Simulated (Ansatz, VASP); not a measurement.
# One calculation of MgO, two programs

```
Mg O
1.0
     3.02364    0.00000    0.00000
    -1.51182    2.61855    0.00000
     0.00000    0.00000    2.75777
Mg O
1 1
Direct
  0.00000 0.00000 0.00000
  0.33333 0.66667 0.50000
```

Alike in both runs: task single point; functional PBE; k mesh 6 × 6 × 6; occupations gaussian, width 0.1 eV; no spin polarisation.

|  | VASP | Ansatz |
| --- | --- | --- |
| version | VASP 6.6.1 | Ansatz 0.2.0 |
| potentials or method | VASP PAW PBE potentials, release 64 (Mg, O), cutoff 600 eV | scalar-relativistic, plane waves, PAW |
| valence electrons in the cell | 8 | 16 |

Ansatz gave:

| Quantity | Value |
| --- | --- |
| gap on the k mesh at the Fermi level (eV) | 2.41 |
| least direct gap on the mesh (eV) | 2.79 |
| pressure (GPa) | -10.0 |
| traceless stress, the component that is largest in VASP (GPa) | -1.63 |

**Question.** What did VASP give for the same quantities?

**Answer.** gap on the k mesh at the Fermi level (eV): 2.39; least direct gap on the mesh (eV): 2.77; pressure (GPa): -10.8; traceless stress, the component that is largest in VASP (GPa): -1.69.

VASP's potentials hold 8 valence electrons a cell and Ansatz's 16, so a difference there can come from the potentials and not from the codes.
